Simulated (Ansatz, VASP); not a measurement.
**Two plane-wave programs on Si**

```
CELL_PARAMETERS angstrom
0.00000 5.43000 5.43000
5.43000 0.00000 5.43000
5.43000 5.43000 0.00000
ATOMIC_POSITIONS crystal
Si 0.99917 0.99977 0.00109
Si 0.12258 0.12267 0.12321
Si 0.99673 0.99674 0.50361
Si 0.12227 0.12245 0.63276
Si 0.99688 0.50296 0.99710
Si 0.12266 0.63134 0.12324
Si 0.99677 0.50282 0.50362
Si 0.12647 0.62437 0.62475
Si 0.50284 0.99687 0.99709
Si 0.63069 0.12296 0.12337
Si 0.50261 0.99686 0.50366
Si 0.62436 0.12640 0.62475
Si 0.50290 0.50317 0.99707
Si 0.62450 0.62453 0.12644
Si 0.50004 0.49998 0.50002
Si 0.62439 0.62447 0.62475
Si 0.24921 0.24979 0.25104
```

Alike in both runs: functional PBEsol; k mesh 2 × 2 × 2; occupations fermi-dirac, width 0.05 eV; no spin polarisation.

Ansatz relaxed the structure, and its values are those at the end. VASP's run is a single point on that final structure, the one shown.

|  | VASP | Ansatz |
| --- | --- | --- |
| version | VASP 6.6.1 | Ansatz 0.2.0 |
| potentials or method | VASP PAW PBE potentials, release 64 (Si), cutoff 520 eV | scalar-relativistic, plane waves, PAW |
| valence electrons in the cell | 68 | 68 |

```csv
,VASP,Ansatz,Ansatz less VASP
rms of the force components (eV/Å),0.010,0.010,+0.0003
```

VASP's potentials were made for PBE, not for PBEsol, and Ansatz warns of the same on its side. With one functional, cell and mesh, what is left measures potentials, basis and numerics.

The k mesh is coarse, so the values compare programs but aren't converged.
